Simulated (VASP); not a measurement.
# FeSi (P2_13) in VASP: further runs, part 2 of 2

VASP 6.6.1. The steps go on from the part before.

## (5) Relaxation of the atoms, r2SCAN (8.11 Å³/atom)

This run uses another cell than the first one, of 8.11 Å³/atom.

Input file POSCAR:

```
FeSi
1.0
    4.0181588074      0.0000000000      0.0000000000
    0.0000000000      4.0181588074      0.0000000000
    0.0000000000      0.0000000000      4.0181588074
Fe Si
4 4
Direct
    0.1427387187      0.1427387187      0.1427387187
    0.3572612813      0.8572612813      0.6427387187
    0.6427387187      0.3572612813      0.8572612813
    0.8572612813      0.6427387187      0.3572612813
    0.8439995753      0.8439995753      0.8439995753
    0.6560004247      0.1560004247      0.3439995753
    0.3439995753      0.6560004247      0.1560004247
    0.1560004247      0.3439995753      0.6560004247
```

Input file INCAR.step1:

```
ALGO = Normal ; EDIFF = 1E-4
ENCUT = 520 ; GGA = PE
ISMEAR = 0 ; KPAR = 4
LASPH = True ; LCHARG = False
LREAL = False ; LWAVE = True
NELM = 80 ; PREC = Accurate
SIGMA = 0.05
```

Input file INCAR.step2:

```
ALGO = Normal ; EDIFF = 1E-6
EDIFFG = -0.01 ; ENCUT = 520
IBRION = 2 ; ISIF = 2
ISMEAR = 0 ; ISTART = 1
KPAR = 4 ; LASPH = True
LCHARG = False ; LMIXTAU = True
LREAL = False ; LWAVE = False
METAGGA = R2SCAN ; NELM = 80
NSW = 60 ; PREC = Accurate
SIGMA = 0.05
```

Input file KPOINTS:

```
k-points
0
Gamma
  8 8 8
```

Potentials or basis: VASP PAW PBE potentials, release 64 (Fe, Si).

Started as:

```
> cat potpaw_PBE.64/Fe/POTCAR potpaw_PBE.64/Si/POTCAR > POTCAR
> cp INCAR.step1 INCAR
> mpirun -np 4 vasp_std > vasp.out
> cp INCAR.step2 INCAR
> mpirun -np 4 vasp_std > vasp.out
```

OUTCAR:

```text
EDIFF = 1E-6
   EDIFFG = -0.01
   ENCUT = 520
   IBRION = 2
   ISIF = 2
   ISMEAR = 0
   ISTART = 1
   LASPH = True
   LREAL = False
   METAGGA = R2SCAN
   NELM = 80
   NSW = 60
   PREC = Accurate

 ion  position               nearest neighbor table
   1  0.143  0.143  0.143-   5 2.08   6 2.12   7 2.12   8 2.12   7 2.22   8 2.22   6 2.22   3 2.47
                             4 2.47   2 2.47   2 2.47   4 2.47   3 2.47
   2  0.357  0.857  0.643-   6 2.08   5 2.12   7 2.12   8 2.12   7 2.22   8 2.22   5 2.22   1 2.47
                             1 2.47   3 2.47   3 2.47   4 2.47   4 2.47
   3  0.643  0.357  0.857-   7 2.08   6 2.12   5 2.12   8 2.12   8 2.22   6 2.22   5 2.22   1 2.47
                             4 2.47   2 2.47   2 2.47   4 2.47   1 2.47
   4  0.857  0.643  0.357-   8 2.08   6 2.12   7 2.12   5 2.12   6 2.22   5 2.22   7 2.22   1 2.47
                             3 2.47   2 2.47   1 2.47   2 2.47   3 2.47
   5  0.844  0.844  0.844-   1 2.08   2 2.12   3 2.12   4 2.12   3 2.22   4 2.22   2 2.22   6 2.49
                             7 2.49   8 2.49   6 2.49   8 2.49   7 2.49
   6  0.656  0.156  0.344-   2 2.08   1 2.12   3 2.12   4 2.12   3 2.22   4 2.22   1 2.22   8 2.49
                             5 2.49   5 2.49   7 2.49   7 2.49   8 2.49
   7  0.344  0.656  0.156-   3 2.08   2 2.12   1 2.12   4 2.12   4 2.22   2 2.22   1 2.22   8 2.49
                             5 2.49   8 2.49   6 2.49   6 2.49   5 2.49
   8  0.156  0.344  0.656-   4 2.08   2 2.12   3 2.12   1 2.12   2 2.22   1 2.22   3 2.22   7 2.49
                             5 2.49   7 2.49   5 2.49   6 2.49   6 2.49

  LATTYP: Found a simple cubic cell.
 ALAT       =     4.0181588074

  Lattice vectors:

 A1 = (   4.0181588074,   0.0000000000,   0.0000000000)
 A2 = (   0.0000000000,   4.0181588074,   0.0000000000)
 A3 = (   0.0000000000,   0.0000000000,   4.0181588074)

Analysis of symmetry for initial positions (statically):
=====================================================================
 Subroutine PRICEL returns:
 Original cell was already a primitive cell.

 Routine SETGRP: Setting up the symmetry group for a
 simple cubic supercell.

 Subroutine GETGRP returns: Found 12 space group operations
 (whereof  3 operations were pure point group operations)
 out of a pool of 48 trial point group operations.

The static configuration has the point symmetry C_3 .
 The point group associated with its full space group is T   .

Analysis of symmetry for dynamics (positions and initial velocities):
=====================================================================
 Subroutine PRICEL returns:
 Original cell was already a primitive cell.

 Routine SETGRP: Setting up the symmetry group for a
 simple cubic supercell.

 Subroutine GETGRP returns: Found 12 space group operations
 (whereof  3 operations were pure point group operations)
 out of a pool of 48 trial point group operations.

The dynamic configuration has the point symmetry C_3 .
 The point group associated with its full space group is T   .

 Subroutine INISYM returns: Found 12 space group operations
 (whereof  3 operations are pure point group operations),
 and found     1 'primitive' translations

----------------------------------------------------------------------------------------

                                     Primitive cell

  volume of cell :      64.8756

  direct lattice vectors                    reciprocal lattice vectors
     4.018158807  0.000000000  0.000000000     0.248870203  0.000000000  0.000000000
     0.000000000  4.018158807  0.000000000     0.000000000  0.248870203  0.000000000
     0.000000000  0.000000000  4.018158807     0.000000000  0.000000000  0.248870203
[... 85 lines left out ...]
   NGXF,Y,Z  is equivalent  to a cutoff of  24.82, 24.82, 24.82 a.u.
 SYSTEM =  unknown system
   PREC   = accura    normal or accurate (medium, high low for compatibility)
   ISTART =      1    job   : 0-new  1-cont  2-samecut
   ICHARG =      0    charge: 1-file 2-atom 10-const
   ISPIN  =      1    spin polarized calculation?
   LNONCOLLINEAR =      F non collinear calculations
   LSORBIT =      F    spin-orbit coupling
   LASPH  =      T    aspherical Exc in radial PAW
   ENCUT  =  520.0 eV  38.22 Ry    6.18 a.u.   7.47  7.47  7.47*2*pi/ulx,y,z
   NELM   =     80;   NELMIN=  2; NELMDL=  0     # of ELM steps
   EDIFF  = 0.1E-05   stopping-criterion for ELM
   LREAL  =      F    real-space projection
   EDIFFG = -.1E-01   stopping-criterion for IOM
   NSW    =     60    number of steps for IOM
   IBRION =      2    ionic relax: 0-MD 1-quasi-New 2-CG
   NFREE  =      1    steps in history (QN), initial steepest desc. (CG)
   ISIF   =      2    stress and relaxation
   ISYM   =      2    0-nonsym 1-usesym 2-fastsym
   POTIM  = 0.5000    time-step for ionic-motion
   TEBEG  =    0.0;   TEEND  =   0.0 temperature during run
   PSTRESS=    0.0 pullay stress
   NELECT =      48.0000    total number of electrons
   NUPDOWN=      -1.0000    fix difference up-down
   EMIN   =  10.00;   EMAX   =-10.00  energy-range for DOS
   EFERMI =   0.00;   METHOD = LEGACY
   ISMEAR =     0;   SIGMA  =   0.05  broadening in eV -4-tet -1-fermi 0-gaus
   EFERMI_NEDOS =   21; number of points for ismear=-14 and -15
   IALGO  =     38    algorithm
   IMIX   =      4    mixing-type and parameters
     AMIX     =   0.40;   BMIX     =  1.00
     AMIX_MAG =   1.60;   BMIX_MAG =  1.00
  volume/ion in A,a.u.               =       8.11        54.73
  Fermi-wavevector in a.u.,A,eV,Ry     =   1.480681  2.798081 29.829630  2.192416
  Thomas-Fermi vector in A             =   2.594685
   LORBIT       =      0    0 simple, 1 ext, 2 COOP (PROOUT), +10 PAW based schemes
   METAGGA = R2SCAN    functional components
   LHFCALC =     F    Hartree Fock is set to
   AEXX    =    0.0000 exact exchange contribution
   IVDW    =     0    specifies the selected vdW correction
   LEPSILON=     F    determine dielectric tensor
   LRPA    =     F    only Hartree local field effects (RPA)
 conjugate gradient relaxation of ions
 non-spin polarized calculation
 Gauss-broadening in eV      SIGMA  =   0.05
  energy-cutoff  :      520.00
  volume of cell :       64.88
 maximum number of plane-waves:      1775
 NGX is ok and might be reduce to    30
   NGX = 15   NGY = 15   NGZ = 15

--------------------------------------- Ionic step        1  -------------------------------------------

 number of electron      47.9999985 magnetization

 Free energy of the ion-electron system (eV)
  ---------------------------------------------------
  ext. energy  EPLUGINS =         0.00000000
  ---------------------------------------------------
  free energy    TOTEN  =       -88.39829317 eV

  energy without entropy =      -88.39829306  energy(sigma->0) =      -88.39829311

------------------------ aborting loop because EDIFF is reached ----------------------------------------

  FORCE on cell =-STRESS in cart. coord.  units (eV):
  Direction    XX          YY          ZZ          XY          YZ          ZX
  --------------------------------------------------------------------------------------
  -------------------------------------------------------------------------------------
  Total       51.7758232     51.7758232     51.7758232      0.0000000      0.0000000      0.0000000
  in kB     1278.6636050   1278.6636050   1278.6636050      0.0000000      0.0000000      0.0000000
  external PRESSURE =    1278.6636050 kB  Pullay stress =       0.0000000 kB
[... 71 lines left out ...]
--------------------------------------- Ionic step        3  -------------------------------------------

 number of electron      47.9999988 magnetization

 Free energy of the ion-electron system (eV)
  ---------------------------------------------------
  ext. energy  EPLUGINS =         0.00000000
  ---------------------------------------------------
  free energy    TOTEN  =       -88.40336029 eV

  energy without entropy =      -88.40336007  energy(sigma->0) =      -88.40336018

 E-fermi :  14.2470     XC(G=0): -15.5867

 val. band max:       14.1044350715   @ k =   0.3750   0.0000   0.0000
 cond. band min:      14.4031733442   @ k =   0.3750   0.1250   0.0000
 fundamental gap:      0.2987382727
 Fermi energy:        14.2470241745

 k-point     1 :       0.0000    0.0000    0.0000
  band No.  band energies     occupation
      1      -2.5337      2.00000
      2       4.1237      2.00000
      3       4.1237      2.00000
      4       4.1237      2.00000
      5       7.3012      2.00000
      6       7.3012      2.00000
[... 757 lines left out ...]
     28      17.5960      0.00000
     29      18.1611      0.00000

 [... further k-points ...]

------------------------ aborting loop because EDIFF is reached ----------------------------------------

  FORCE on cell =-STRESS in cart. coord.  units (eV):
  Direction    XX          YY          ZZ          XY          YZ          ZX
  --------------------------------------------------------------------------------------
  -------------------------------------------------------------------------------------
  Total       51.6098222     51.6098222     51.6098222     -0.0000000      0.0000000     -0.0000000
  in kB     1274.5640183   1274.5640183   1274.5640183     -0.0000000      0.0000000     -0.0000000
  external PRESSURE =    1274.5640183 kB  Pullay stress =       0.0000000 kB
[... 23 lines left out ...]
  FREE ENERGIE OF THE ION-ELECTRON SYSTEM (eV)
  ---------------------------------------------------
  free  energy   TOTEN  =       -88.4033602908 eV

  energy  without entropy=      -88.4033600702  energy(sigma->0) =      -88.40336018

 reached required accuracy - stopping structural energy minimisation
```

Run time: 4.1 min. Hardware: 4 MPI ranks of Oxide Virtual Turin-like, shared host; peak memory 0.2 GiB.

Results:

```
Free energy                  : -88.4034 eV
Energy gained by relaxing    : 0.6 meV/atom
Ionic steps                  : 3
Pressure after relaxing      : 127.5 GPa
Largest force after relaxing : 0.007 eV/Å
Band gap on the k mesh       : 0.30 eV (least direct gap 0.33 eV)
```

Forces on the atoms (eV/Å):
```
Fe  -0.001 -0.001 -0.001
Fe   0.001  0.001 -0.001
Fe  -0.001  0.001  0.001
Fe   0.001 -0.001  0.001
Si   0.004  0.004  0.004
Si  -0.004 -0.004  0.004
Si   0.004 -0.004 -0.004
Si  -0.004  0.004 -0.004
```

Step by step:
```tsv
step	energy change (eV)	largest force (eV/Å)	pressure (GPa)
1	0.0000	0.2803	127.87
2	-0.0027	0.1955	127.25
3	-0.0051	0.0065	127.46
```

Final structure:
```
Fe Si
1.0
     4.01816    0.00000    0.00000
     0.00000    4.01816    0.00000
     0.00000    0.00000    4.01816
Fe Si
4 4
Direct
  0.14389 0.14389 0.14389
  0.35611 0.85611 0.64389
  0.64389 0.35611 0.85611
  0.85611 0.64389 0.35611
  0.84440 0.84440 0.84440
  0.65560 0.15560 0.34440
  0.34440 0.65560 0.15560
  0.15560 0.34440 0.65560
```

Caveat: the PAW data sets were made with another functional, which shifts forces and pressure a little. Spin polarisation is off, so any magnetic state and its effect on volume and gap are missing.

## (6) Overview

```csv
task,cell,gap on the mesh (eV),pressure (GPa),largest force (eV/Å)
single point,"a = 4.379 Å, 8 atoms, atomic positions A",0.32,4.7,0.04
single point,"a = 4.448 Å, 8 atoms, atomic positions B",0.33,-6.5,0.03
single point,"a = 4.461 Å, 8 atoms, atomic positions C",0.33,-8.3,0.03
relaxation of the atoms,"atoms relaxed from a = 4.018 Å, 8 atoms, atomic positions D",0.30,127.5,0.01
```

Alike in all rows: level r2SCAN; potentials or basis VASP PAW PBE potentials, release 64 (Fe, Si); no spin polarisation; k mesh 8 × 8 × 8; cutoff (eV) 520; smearing gaussian 0.05 eV.

Caveats: the PAW data sets were made with another functional, which shifts forces and pressure a little; the cell stands under tension (at least some runs); the cell stands under pressure (at least some runs).

Total energies depend on the potentials used, so only differences within one code and one set of settings carry meaning.
